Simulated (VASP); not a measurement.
Here is a VASP 6.6.1 calculation.

The input INCAR:

```
  PREC = Accurate
  ENCUT = 520
  EDIFF = 1E-6
  ISMEAR = -1
  SIGMA = 0.05
  LREAL = F
  LASPH = T
  NELM = 200
  ALGO = Normal
  ISIF = 2
  LWAVE = F
  LCHARG = F
  ISPIN = 2
  MAGMOM = 3 0 0 0 0 0 0 0 0
  LORBIT = 11
  LMAXMIX = 4
  GGA = PS
  NELECT = 63.0
  NBANDS = 48
  GGA_COMPAT = F
```

The input KPOINTS:

```
Automatic mesh
0
Gamma
  2 2 2
  0.5 0.5 0.5
```

Contents of POSCAR:

```
SrTa2O6
1.0
    7.9708780000      0.0000000000      0.0000000000
    0.0000000000      3.9854390000      0.0000000000
    0.0000000000      0.0000000000      3.9854390000
Sr Ta O
1 2 6
Direct
    0.4728130000      0.9962900000      0.9618580000
    0.2283070000      0.4599520000      0.4729550000
    0.7549270000      0.5199920000      0.4934450000
    0.2691240000      0.4616500000      0.9647370000
    0.7501810000      0.4488880000      0.9815130000
    0.0068800000      0.5080110000      0.4726980000
    0.5022260000      0.5061430000      0.4949850000
    0.2449110000      0.0125500000      0.5343760000
    0.7515830000      0.0114310000      0.4817840000
```

Potentials or basis: VASP PAW PBE potentials, release 64 (Sr_sv, Ta_pv, O).

Launch:

```bash
$ cat potpaw_PBE.64/Sr_sv/POTCAR potpaw_PBE.64/Ta_pv/POTCAR potpaw_PBE.64/O/POTCAR > POTCAR
$ mpirun -np 1 vasp_std > vasp.out
```

(1) Estimate the largest force.

(2) Estimate the site moments.

## Answers

(1) 5.035 eV/Å.

(2) Sr +0.01; Ta -0.08, +0.10; O +0.12, -0.88, +0.16, -0.34, +0.71, -0.18 μB.

Caveat: the k points lie up to 0.79 Å⁻¹ apart; the cell carries a net charge on a neutralising background, which shifts energy and pressure; the PAW data sets were made with another functional, which shifts forces and pressure a little.
